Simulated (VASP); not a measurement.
Runs of VASP 6.6.1 on Pt. The structure is that of space group Fm-3m (No. 225), or close to it. The cells are those of the table. 

```tsv
task	cell	cutoff (eV)	k mesh for the DOS	occupations for the DOS	gap on the mesh (eV)	pressure (GPa)
single point	a = 2.606 Å, angles 60.0°, 1 atom	520	-	-	none	100.2
relaxation of cell and atoms	relaxed from a = 2.808 Å, angles 60.0°, 1 atom	600	-	-	none	0.0
single point	a = 2.807 Å, angles 60.0°, 1 atom	520	-	-	none	(a)
single point	a = 2.493 Å, angles 60.0°, 1 atom	520	-	-	none	227.7
single point	a = 2.368 Å, angles 60.0°, 1 atom	500	-	-	none	482.4
single point	a = 2.710 Å, angles 60.0°, 1 atom	520	-	-	none	34.2
single point	a = 2.368 Å, angles 60.0°, 1 atom	520	-	-	none	482.4
```

Alike in all rows: level PBE; potentials or basis VASP PAW PBE potentials, release 64 (Pt); no spin polarisation; k mesh 16 × 16 × 16; smearing fermi-dirac 0.05 eV.

Q: Estimate the missing entries.

A: (a) -0.5.

Caveats: spin-orbit coupling is left out, which moves the levels of the heavy elements.

A k mesh can miss the band edges, and the runs leave out spin-orbit coupling on Pt.

A gap of «none» marks levels without a gap at the run's occupations.
